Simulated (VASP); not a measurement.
**TaAs: single point with r2SCAN**

The system is TaAs.

```xyz
2
Lattice="0.0000 2.6199 2.6199 2.6199 0.0000 2.6199 2.6199 2.6199 0.0000" Properties=species:S:1:pos:R:3 pbc="T T T"
Ta    2.6199    2.6199    2.6199
As    0.0000    0.0000    0.0000
```

* Program: VASP 6.6.1
* Task: single point
* Functional: r2SCAN
* Potentials or basis: VASP PAW PBE potentials, release 64 (Ta_pv, As)
* Cutoff: 520 eV
* k mesh: 8 × 8 × 8
* Occupations: gaussian, width 0.1 eV
* Spin: no spin polarisation

The pressure is 0.6 GPa and the band gap on the k mesh is zero (bands 8 and 9 overlap by 2.24 eV).

Levels at points of the mesh, in eV from the Fermi level:
```
           k point  band 5  band 6  band 7  band 8  band 9  band 10  band 11  band 12
(0.00, 0.00, 0.00)   -1.82   -1.82   -1.82   -1.14   -1.14    -0.76    -0.76    -0.76
(0.50, 0.00, 0.00)   -8.47   -5.22   -5.22    0.79    0.79     1.37     3.01     6.44
(0.50, 0.50, 0.00)   -6.07   -3.80   -2.93   -2.93    0.04     1.13     1.64     1.64
```

Run time: 92 s on 1 thread of Intel Xeon 8259CL (shared host), peak memory 0.17 GiB.

Caveat: the PAW data sets were made with another functional, which shifts forces and pressure a little; spin-orbit coupling is left out, which moves the levels of the heavy elements.
